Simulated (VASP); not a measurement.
ZnS (an interface model): single point with PBE

The system is ZnS (an interface model).

```
Zn S
1.0
     3.84876    0.00000    0.00000
    -1.92438    3.33312    0.00000
     0.00000    0.00000   23.18237
Zn S
6 6
Direct
  0.66667 0.33333 0.20666
  0.33333 0.66667 0.04885
  0.00000 0.00000 0.33716
  0.00000 0.00000 0.53784
  0.33333 0.66667 0.66834
  0.66667 0.33333 0.82615
  0.00000 0.00000 0.04044
  0.33333 0.66667 0.19383
  0.66667 0.33333 0.34534
  0.66667 0.33333 0.68117
  0.33333 0.66667 0.52966
  0.00000 0.00000 0.83456
```

```
Program                : VASP 6.6.1
Task                   : single point
Functional             : PBE
Potentials or basis    : VASP PAW PBE potentials, release 64 (Zn, S)
Cutoff                 : 400 eV
k mesh                 : 12 × 12 × 2
Occupations            : gaussian, width 0.05 eV
Spin                   : no spin polarisation
Dipole correction      : no
Further INCAR settings : ALGO = Normal; EDIFF = 1e-06; NBANDS = 66
```

```
Pressure               : 1.6 GPa
Largest force          : 0.012 eV/Å
Band gap on the k mesh : 0.76 eV, direct
```

Forces in eV/Å, atoms in the order of the input:
```
Zn   0.000  0.000  0.000
Zn   0.000  0.000  0.011
Zn   0.000  0.000 -0.007
Zn   0.000  0.000  0.007
Zn   0.000  0.000  0.000
Zn   0.000  0.000 -0.011
S    0.000  0.000 -0.012
S    0.000  0.000 -0.004
S    0.000  0.000  0.007
S    0.000  0.000  0.004
S    0.000  0.000 -0.007
S    0.000  0.000  0.012
```

Stress tensor (GPa, compression positive):
```
 2.42  0.00  0.00
 0.00  2.42  0.00
 0.00  0.00 -0.13
```

Levels at points of the mesh, in eV from the valence-band top:
```tsv
k point	band 51	band 52	band 53	band 54	band 55	band 56	band 57	band 58
(0.00, 0.00, 0.00)	-0.01	-0.01	0.00	0.00	0.76	1.09	1.79	1.82
(0.50, 0.00, 0.00)	-1.55	-1.54	-0.49	-0.32	1.92	2.00	2.43	2.88
(0.00, 0.00, 0.50)	-0.01	-0.01	0.00	0.00	0.77	1.08	1.79	1.82
(0.50, 0.00, 0.50)	-1.55	-1.54	-0.49	-0.32	1.92	2.00	2.42	2.88
```

Wall time 24 min on 1 thread of Intel Xeon 8259CL, on a shared host, peak memory 0.57 GiB.
